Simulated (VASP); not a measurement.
# GaP (F-43m) in VASP: settings compared

GaP is run at these levels: PBE, r2SCAN; tasks: single point.

All numbers are computed with VASP 6.6.1; they aren't measurements. Logs are shortened: lines on timing, memory, paths and dates and some standing lists are left out, and cuts for length are marked.

## 1. The cell of the first run

The structure is cubic, space group F-43m (No. 216). Conventional cell: a = 5.451 Å, b = 5.451 Å, c = 5.451 Å, α = 90.00°, β = 90.00°, γ = 90.00°. Ga (site symmetry -43m) has 4 P at 2.36 Å within 3.1 Å. P (site symmetry -43m) has 4 Ga at 2.36 Å within 3.1 Å.

## 2. Single point, PBE

INCAR reads:

```
PREC = Accurate
ENCUT = 500
EDIFF = 1E-6
ISMEAR = -1
SIGMA = 0.02
LREAL = False
LASPH = True
NELM = 120
ALGO = Normal
ISIF = 2
LWAVE = False
LCHARG = True
GGA = PE
LELF = True
LVHAR = True
NBANDS = 16
GGA_COMPAT = False
```

KPOINTS reads:

```
Automatic mesh
0
Gamma
  8 8 8
```

POSCAR reads:

```
GaP
1.0
    0.0000000000      2.7253992887      2.7253992887
    2.7253992887      0.0000000000      2.7253992887
    2.7253992887      2.7253992887      0.0000000000
Ga P
1 1
Direct
    0.0000000000      0.0000000000      0.0000000000
    0.2500000000      0.2500000000      0.2500000000
```

Potentials or basis: VASP PAW PBE potentials, release 64 (Ga_d, P).

Command:

```
$ cat potpaw_PBE.64/Ga_d/POTCAR potpaw_PBE.64/P/POTCAR > POTCAR
$ mpirun -np 1 vasp_std > vasp.out
```

OUTCAR:

```text
PREC = Accurate
   ENCUT = 500
   EDIFF = 1E-6
   ISMEAR = -1
   LREAL = False
   LASPH = True
   NELM = 120
   ISIF = 2
   GGA = PE

 ion  position               nearest neighbor table
   1  0.000  0.000  0.000-   2 2.36   2 2.36   2 2.36   2 2.36
   2  0.250  0.250  0.250-   1 2.36   1 2.36   1 2.36   1 2.36

  LATTYP: Found a face centered cubic cell.
 ALAT       =     5.4507985774

  Lattice vectors:

 A1 = (   0.0000000000,   2.7253992887,   2.7253992887)
 A2 = (   2.7253992887,   0.0000000000,   2.7253992887)
 A3 = (   2.7253992887,   2.7253992887,   0.0000000000)

Analysis of symmetry for initial positions (statically):
=====================================================================
 Subroutine PRICEL returns:
 Original cell was already a primitive cell.

 Routine SETGRP: Setting up the symmetry group for a
 face centered cubic supercell.

 Subroutine GETGRP returns: Found 24 space group operations
 (whereof 24 operations were pure point group operations)
 out of a pool of 48 trial point group operations.

The static configuration has the point symmetry T_d .

Analysis of symmetry for dynamics (positions and initial velocities):
=====================================================================
 Subroutine PRICEL returns:
 Original cell was already a primitive cell.

 Routine SETGRP: Setting up the symmetry group for a
 face centered cubic supercell.

 Subroutine GETGRP returns: Found 24 space group operations
 (whereof 24 operations were pure point group operations)
 out of a pool of 48 trial point group operations.

The dynamic configuration has the point symmetry T_d .

 Subroutine INISYM returns: Found 24 space group operations
 (whereof 24 operations are pure point group operations),
 and found     1 'primitive' translations

----------------------------------------------------------------------------------------

                                     Primitive cell

  volume of cell :      40.4874

  direct lattice vectors                    reciprocal lattice vectors
     0.000000000  2.725399289  2.725399289    -0.183459357  0.183459357  0.183459357
     2.725399289  0.000000000  2.725399289     0.183459357 -0.183459357  0.183459357
     2.725399289  2.725399289  0.000000000     0.183459357  0.183459357 -0.183459357

  length of vectors
     3.854296637  3.854296637  3.854296637     0.317760927  0.317760927  0.317760927

  position of ions in fractional coordinates (direct lattice)
     0.000000000  0.000000000  0.000000000
     0.250000000  0.250000000  0.250000000

  ion indices of the primitive-cell ions
   primitive index   ion index
                 1           1
                 2           2

----------------------------------------------------------------------------------------

 KPOINTS: Automatic mesh

Automatic generation of k-mesh.
 Grid dimensions read from file:
 generate k-points for:    8    8    8

 Generating k-lattice:

  Cartesian coordinates                     Fractional coordinates (reciprocal lattice)
    -0.022932420  0.022932420  0.022932420     0.125000000  0.000000000  0.000000000
     0.022932420 -0.022932420  0.022932420     0.000000000  0.125000000  0.000000000
     0.022932420  0.022932420 -0.022932420     0.000000000  0.000000000  0.125000000

  Length of vectors
     0.039720116  0.039720116  0.039720116

  Shift w.r.t. Gamma in fractional coordinates (k-lattice)
     0.000000000  0.000000000  0.000000000

 Subroutine IBZKPT returns following result:
 ===========================================

 Found     29 irreducible k-points:

 Following reciprocal coordinates:
            Coordinates               Weight
  0.000000  0.000000  0.000000      1.000000
  0.125000  0.000000  0.000000      8.000000
  0.250000  0.000000  0.000000      8.000000
  0.375000  0.000000  0.000000      8.000000
  0.500000  0.000000  0.000000      4.000000
  0.125000  0.125000  0.000000      6.000000
[... 16 lines left out ...]
  0.500000  0.250000  0.125000     48.000000
 -0.375000  0.250000  0.125000     24.000000
 [... further k-points ...]
   k-points           NKPTS =     29   k-points in BZ     NKDIM =     29   number of bands    NBANDS=     16
   number of dos      NEDOS =    301   number of ions     NIONS =      2
   total plane-waves  NPLWV =  21952
   dimension x,y,z NGX =    28 NGY =   28 NGZ =   28
   dimension x,y,z NGXF=    56 NGYF=   56 NGZF=   56
   ions per type =               1   1
   NGX,Y,Z   is equivalent  to a cutoff of  12.08, 12.08, 12.08 a.u.
   NGXF,Y,Z  is equivalent  to a cutoff of  24.15, 24.15, 24.15 a.u.
 SYSTEM =  unknown system
   PREC   = accura    normal or accurate (medium, high low for compatibility)
   ISTART =      0    job   : 0-new  1-cont  2-samecut
   ICHARG =      2    charge: 1-file 2-atom 10-const
   ISPIN  =      1    spin polarized calculation?
   LNONCOLLINEAR =      F non collinear calculations
   LSORBIT =      F    spin-orbit coupling
   LASPH  =      T    aspherical Exc in radial PAW
   ENCUT  =  500.0 eV  36.75 Ry    6.06 a.u.   7.03  7.03  7.03*2*pi/ulx,y,z
   NELM   =    120;   NELMIN=  2; NELMDL= -5     # of ELM steps
   EDIFF  = 0.1E-05   stopping-criterion for ELM
   LREAL  =      F    real-space projection
   EDIFFG = 0.1E-04   stopping-criterion for IOM
   NSW    =      0    number of steps for IOM
   IBRION =     -1    ionic relax: 0-MD 1-quasi-New 2-CG
   NFREE  =      0    steps in history (QN), initial steepest desc. (CG)
   ISIF   =      2    stress and relaxation
   ISYM   =      2    0-nonsym 1-usesym 2-fastsym
   POTIM  = 0.5000    time-step for ionic-motion
   TEBEG  =    0.0;   TEEND  =   0.0 temperature during run
   PSTRESS=    0.0 pullay stress
   NELECT =      18.0000    total number of electrons
   NUPDOWN=      -1.0000    fix difference up-down
   EMIN   =  10.00;   EMAX   =-10.00  energy-range for DOS
   EFERMI =   0.00;   METHOD = LEGACY
   ISMEAR =    -1;   SIGMA  =   0.02  broadening in eV -4-tet -1-fermi 0-gaus
   EFERMI_NEDOS =   21; number of points for ismear=-14 and -15
   IALGO  =     38    algorithm
   IMIX   =      4    mixing-type and parameters
     AMIX     =   0.40;   BMIX     =  1.00
     AMIX_MAG =   1.60;   BMIX_MAG =  1.00
  volume/ion in A,a.u.               =      20.24       136.61
  Fermi-wavevector in a.u.,A,eV,Ry     =   1.249469  2.361154 21.241049  1.561173
  Thomas-Fermi vector in A             =   2.383508
   LORBIT       =      0    0 simple, 1 ext, 2 COOP (PROOUT), +10 PAW based schemes
   GGA     = PE    functional components
   LHFCALC =     F    Hartree Fock is set to
   AEXX    =    0.0000 exact exchange contribution
   IVDW    =     0    specifies the selected vdW correction
   LEPSILON=     F    determine dielectric tensor
   LRPA    =     F    only Hartree local field effects (RPA)
 non-spin polarized calculation
  energy-cutoff  :      500.00
  volume of cell :       40.49
 maximum number of plane-waves:      1056
   NGX = 13   NGY = 13   NGZ = 13

 number of electron      18.0000016 magnetization

 Free energy of the ion-electron system (eV)
  ---------------------------------------------------
  ext. energy  EPLUGINS =         0.00000000
  ---------------------------------------------------
  free energy    TOTEN  =        -9.11611404 eV

  energy without entropy =       -9.11611404  energy(sigma->0) =       -9.11611404

 E-fermi :   5.0861     XC(G=0):  -9.8323

 val. band max:        4.6506314130   @ k =   0.0000   0.0000   0.0000
 cond. band min:       6.2926490227   @ k =   0.3750   0.3750   0.0000
 fundamental gap:      1.6420176097
 Fermi energy:         5.0860854118

 k-point     1 :       0.0000    0.0000    0.0000
  band No.  band energies     occupation
      1      -9.9000      2.00000
      2      -9.9000      2.00000
      3      -9.9000      2.00000
      4      -9.8003      2.00000
      5      -9.8003      2.00000
      6      -7.8399      2.00000
[... 8 lines left out ...]
     15      14.4379      0.00000
     16      14.4379      0.00000

 k-point     2 :       0.1250    0.0000    0.0000
  band No.  band energies     occupation
      1      -9.9137      2.00000
      2      -9.8953      2.00000
      3      -9.8953      2.00000
      4      -9.8004      2.00000
      5      -9.8004      2.00000
      6      -7.6375      2.00000
[... 8 lines left out ...]
     15      13.8154      0.00000
     16      14.3520      0.00000

 k-point     3 :       0.2500    0.0000    0.0000
  band No.  band energies     occupation
      1      -9.9438      2.00000
      2      -9.8853      2.00000
      3      -9.8853      2.00000
      4      -9.7991      2.00000
      5      -9.7991      2.00000
      6      -7.0642      2.00000
[... 8 lines left out ...]
     15      13.6328      0.00000
     16      14.5790      0.00000

 k-point     4 :       0.3750    0.0000    0.0000
  band No.  band energies     occupation
      1      -9.9709      2.00000
      2      -9.8776      2.00000
      3      -9.8776      2.00000
      4      -9.7953      2.00000
      5      -9.7953      2.00000
      6      -6.2645      2.00000
[... 8 lines left out ...]
     15      14.8297      0.00000
     16      14.8297      0.00000
[... 324 lines left out ...]
 k-point    22 :       0.3750    0.2500    0.1250
  band No.  band energies     occupation
      1      -9.9670      2.00000
      2      -9.8733      2.00000
      3      -9.8694      2.00000
      4      -9.8111      2.00000
      5      -9.7913      2.00000
      6      -6.5765      2.00000
[... 8 lines left out ...]
     15      15.7717      0.00000
     16      17.0730      0.00000

 k-point    23 :       0.5000    0.2500    0.1250
  band No.  band energies     occupation
      1      -9.9824      2.00000
      2      -9.8696      2.00000
      3      -9.8603      2.00000
      4      -9.8090      2.00000
      5      -9.7914      2.00000
      6      -5.8232      2.00000
[... 8 lines left out ...]
     15      16.1940      0.00000
     16      17.4845      0.00000

 k-point    24 :      -0.3750    0.2500    0.1250
  band No.  band energies     occupation
      1      -9.9880      2.00000
      2      -9.8691      2.00000
      3      -9.8570      2.00000
      4      -9.8054      2.00000
      5      -9.7930      2.00000
      6      -5.3687      2.00000
[... 8 lines left out ...]
     15      16.6551      0.00000
     16      17.1594      0.00000

 [... further k-points ...]

------------------------ aborting loop because EDIFF is reached ----------------------------------------

  FORCE on cell =-STRESS in cart. coord.  units (eV):
  Direction    XX          YY          ZZ          XY          YZ          ZX
  --------------------------------------------------------------------------------------
  -------------------------------------------------------------------------------------
  Total        0.6060111      0.6060111      0.6060111      0.0000000      0.0000000     -0.0000000
  in kB       23.9811931     23.9811931     23.9811931      0.0000000      0.0000000     -0.0000000
  external PRESSURE =      23.9811931 kB  Pullay stress =       0.0000000 kB

 VOLUME and BASIS-vectors are now :
 -----------------------------------------------------------------------------
  energy-cutoff  :      500.00
  volume of cell :       40.49
      direct lattice vectors                 reciprocal lattice vectors
     0.000000000  2.725399289  2.725399289    -0.183459357  0.183459357  0.183459357
     2.725399289  0.000000000  2.725399289     0.183459357 -0.183459357  0.183459357
     2.725399289  2.725399289  0.000000000     0.183459357  0.183459357 -0.183459357

 POSITION                                       TOTAL-FORCE (eV/Angst)
 -----------------------------------------------------------------------------------
      0.00000      0.00000      0.00000         0.000000     -0.000000      0.000000
      1.36270      1.36270      1.36270        -0.000000      0.000000     -0.000000
 -----------------------------------------------------------------------------------
    total drift:                                0.000001      0.000001      0.000001

  FREE ENERGIE OF THE ION-ELECTRON SYSTEM (eV)
  ---------------------------------------------------
  free  energy   TOTEN  =        -9.1161140361 eV

  energy  without entropy=       -9.1161140361  energy(sigma->0) =       -9.11611404
```

Wall time 7.8 s (1 thread of Intel Xeon 6975P-C (Granite Rapids), shared host); peak memory 0.15 GiB.

What came out:

| Property | Result |
| --- | --- |
| Free energy | -9.1161 eV |
| Pressure | 2.4 GPa |
| Band gap on the k mesh | 1.64 eV, indirect (least direct gap 1.82 eV) |

Levels at points of the mesh, in eV from the valence-band top:
```tsv
k point	band 5	band 6	band 7	band 8	band 9	band 10	band 11	band 12	band 13	band 14
(0.00, 0.00, 0.00)	-14.45	-12.49	0.00	0.00	0.00	1.83	3.89	3.89	3.89	8.81
(0.50, 0.00, 0.00)	-14.44	-10.43	-6.63	-1.12	-1.12	1.67	4.72	4.72	8.29	10.89
(0.50, 0.50, 0.00)	-14.43	-9.53	-6.75	-2.68	-2.68	1.66	1.82	10.60	10.60	11.19
```

A k mesh can miss the band edges. PBE gaps usually lie below the measured ones, often by a third to a half.

## 3. Single point, r2SCAN

POSCAR is that of step 2.

INCAR.step1 reads:

```
SYSTEM = GaP
ALGO = Normal ; EDIFF = 1E-5
ENCUT = 550 ; GGA = PE
GGA_COMPAT = .False. ; ISMEAR = 0
LASPH = .True. ; LCHARG = .False.
LREAL = .False. ; LWAVE = .True.
NBANDS = 16 ; NELM = 120
PREC = Accurate ; SIGMA = 0.01
```

INCAR.step2 reads:

```
SYSTEM = GaP
ALGO = Normal ; EDIFF = 1E-6
ENCUT = 550 ; GGA_COMPAT = .False.
ISIF = 2 ; ISMEAR = 0
ISTART = 1 ; LASPH = .True.
LCHARG = .False. ; LMIXTAU = .True.
LREAL = .False. ; LWAVE = .False.
METAGGA = R2SCAN ; NBANDS = 16
NELM = 120 ; PREC = Accurate
SIGMA = 0.01
```

KPOINTS reads:

```
k-points
0
Gamma
  8 8 8
  0 0 0
```

Potentials or basis: VASP PAW PBE potentials, release 64 (Ga_d, P).

Command:

```
$ cat potpaw_PBE.64/Ga_d/POTCAR potpaw_PBE.64/P/POTCAR > POTCAR
$ cp INCAR.step1 INCAR
$ mpirun -np 1 vasp_std > vasp.out
$ cp INCAR.step2 INCAR
$ mpirun -np 1 vasp_std > vasp.out
```

OUTCAR:

```text
SYSTEM = GaP
   EDIFF = 1E-6
   ENCUT = 550
   ISIF = 2
   ISMEAR = 0
   ISTART = 1
   LASPH = .True.
   LREAL = .False.
   METAGGA = R2SCAN
   NELM = 120
   PREC = Accurate

 ion  position               nearest neighbor table
   1  0.000  0.000  0.000-   2 2.36   2 2.36   2 2.36   2 2.36
   2  0.250  0.250  0.250-   1 2.36   1 2.36   1 2.36   1 2.36

  LATTYP: Found a face centered cubic cell.
 ALAT       =     5.4507985774

  Lattice vectors:

 A1 = (   0.0000000000,   2.7253992887,   2.7253992887)
 A2 = (   2.7253992887,   0.0000000000,   2.7253992887)
 A3 = (   2.7253992887,   2.7253992887,   0.0000000000)

Analysis of symmetry for initial positions (statically):
=====================================================================
 Subroutine PRICEL returns:
 Original cell was already a primitive cell.

 Routine SETGRP: Setting up the symmetry group for a
 face centered cubic supercell.

 Subroutine GETGRP returns: Found 24 space group operations
 (whereof 24 operations were pure point group operations)
 out of a pool of 48 trial point group operations.

The static configuration has the point symmetry T_d .

Analysis of symmetry for dynamics (positions and initial velocities):
=====================================================================
 Subroutine PRICEL returns:
 Original cell was already a primitive cell.

 Routine SETGRP: Setting up the symmetry group for a
 face centered cubic supercell.

 Subroutine GETGRP returns: Found 24 space group operations
 (whereof 24 operations were pure point group operations)
 out of a pool of 48 trial point group operations.

The dynamic configuration has the point symmetry T_d .

 Subroutine INISYM returns: Found 24 space group operations
 (whereof 24 operations are pure point group operations),
 and found     1 'primitive' translations

----------------------------------------------------------------------------------------
[... 112 lines left out ...]
     AMIX     =   0.40;   BMIX     =  1.00
     AMIX_MAG =   1.60;   BMIX_MAG =  1.00
  volume/ion in A,a.u.               =      20.24       136.61
  Fermi-wavevector in a.u.,A,eV,Ry     =   1.249469  2.361154 21.241049  1.561173
  Thomas-Fermi vector in A             =   2.383508
   LORBIT       =      0    0 simple, 1 ext, 2 COOP (PROOUT), +10 PAW based schemes
   METAGGA = R2SCAN    functional components
   LHFCALC =     F    Hartree Fock is set to
   AEXX    =    0.0000 exact exchange contribution
   IVDW    =     0    specifies the selected vdW correction
   LEPSILON=     F    determine dielectric tensor
   LRPA    =     F    only Hartree local field effects (RPA)
 non-spin polarized calculation
 Gauss-broadening in eV      SIGMA  =   0.01
  energy-cutoff  :      550.00
  volume of cell :       40.49
 maximum number of plane-waves:      1243
 NGX is ok and might be reduce to    30
   NGX = 15   NGY = 15   NGZ = 15

 number of electron      17.9999989 magnetization

 Free energy of the ion-electron system (eV)
  ---------------------------------------------------
  ext. energy  EPLUGINS =         0.00000000
  ---------------------------------------------------
  free energy    TOTEN  =       -21.46301382 eV

  energy without entropy =      -21.46301382  energy(sigma->0) =      -21.46301382

 E-fermi :   4.5607     XC(G=0): -10.5480

 val. band max:        4.4603481077   @ k =   0.0000   0.0000   0.0000
 cond. band min:       6.3628856646   @ k =   0.3750   0.3750   0.0000
 fundamental gap:      1.9025375569
 Fermi energy:         4.5607189801

 k-point     1 :       0.0000    0.0000    0.0000
  band No.  band energies     occupation
      1     -10.5288      2.00000
      2     -10.5288      2.00000
      3     -10.5288      2.00000
      4     -10.4152      2.00000
      5     -10.4152      2.00000
      6      -8.5599      2.00000
[... 433 lines left out ...]
      3     -10.4822      2.00000
      4     -10.4207      2.00000
      5     -10.4075      2.00000
      6      -5.9761      2.00000
[... 8 lines left out ...]
     15      17.1286      0.00000
     16      17.7103      0.00000

 [... further k-points ...]

------------------------ aborting loop because EDIFF is reached ----------------------------------------

  FORCE on cell =-STRESS in cart. coord.  units (eV):
  Direction    XX          YY          ZZ          XY          YZ          ZX
  --------------------------------------------------------------------------------------
  -------------------------------------------------------------------------------------
  Total       -0.0092283     -0.0092283     -0.0092283      0.0000000      0.0000000      0.0000000
  in kB       -0.3651850     -0.3651850     -0.3651850      0.0000000      0.0000000      0.0000000
  external PRESSURE =      -0.3651850 kB  Pullay stress =       0.0000000 kB

 VOLUME and BASIS-vectors are now :
 -----------------------------------------------------------------------------
  energy-cutoff  :      550.00
  volume of cell :       40.49
      direct lattice vectors                 reciprocal lattice vectors
     0.000000000  2.725399289  2.725399289    -0.183459357  0.183459357  0.183459357
     2.725399289  0.000000000  2.725399289     0.183459357 -0.183459357  0.183459357
     2.725399289  2.725399289  0.000000000     0.183459357  0.183459357 -0.183459357

 POSITION                                       TOTAL-FORCE (eV/Angst)
 -----------------------------------------------------------------------------------
      0.00000      0.00000      0.00000        -0.000000     -0.000000     -0.000000
      1.36270      1.36270      1.36270         0.000000      0.000000      0.000000
 -----------------------------------------------------------------------------------
    total drift:                               -0.000002     -0.000002     -0.000002

  FREE ENERGIE OF THE ION-ELECTRON SYSTEM (eV)
  ---------------------------------------------------
  free  energy   TOTEN  =       -21.4630138195 eV

  energy  without entropy=      -21.4630138195  energy(sigma->0) =      -21.46301382
```

Wall time 40 s (1 thread of Intel Xeon 6975P-C (Granite Rapids), shared host); peak memory 0.18 GiB.

Results:

| Property | Result |
| --- | --- |
| Free energy | -21.4630 eV |
| Pressure | 0.0 GPa |
| Band gap on the k mesh | 1.90 eV, indirect (least direct gap 2.34 eV) |

Caveat: the PAW data sets were made with another functional, which shifts forces and pressure a little. A k mesh can miss the band edges.
